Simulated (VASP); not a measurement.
Crystal: Ni.

```
Ni
1.0
     2.49176    0.00000    0.00000
    -1.24588    2.15792    0.00000
     0.00000    0.00000    4.06904
Ni
2
Direct
  0.33333 0.66667 0.25000
  0.66667 0.33333 0.75000
```

* Program: VASP 6.6.1
* Task: relaxation of cell and atoms
* Functional: RPBE
* Potentials or basis: VASP PAW PBE potentials, release 64 (Ni)
* Cutoff: 600 eV
* k mesh: 14 × 14 × 8
* Occupations: fermi-dirac, width 0.1 eV
* Spin: no spin polarisation

At the start: pressure 4.8 GPa; volume 10.94 Å³/atom.

**Question.** Where does the relaxation end?

**Answer.** Over 6 steps the energy falls by 4.3 meV/atom and the volume is 11.23 Å³/atom (+2.6 %); space group P6_3/mmc (No. 194, to 0.05 Å).

Step by step:
```tsv
step	energy change (eV)	largest force (eV/Å)	pressure (GPa)	volume (Å³)
1	0.0000	0.0000	4.80	21.88
2	-0.0029	0.0000	-3.59	22.93
3	-0.0085	0.0000	-0.03	22.45
4	-0.0085	0.0000	-0.13	22.46
5	-0.0086	0.0000	-0.11	22.46
6	-0.0086	0.0000	-0.05	22.46
```

Final structure:
```
Ni
1.0
     2.50821    0.00000    0.00000
    -1.25410    2.17217    0.00000
     0.00000    0.00000    4.12156
Ni
2
Cartesian
  0.0000 1.4481 1.0304
  1.2541 0.7241 3.0912
```

Caveat: the PAW data sets were made with another functional, which shifts forces and pressure a little; the run has no spin polarisation, though such a crystal can be magnetic.
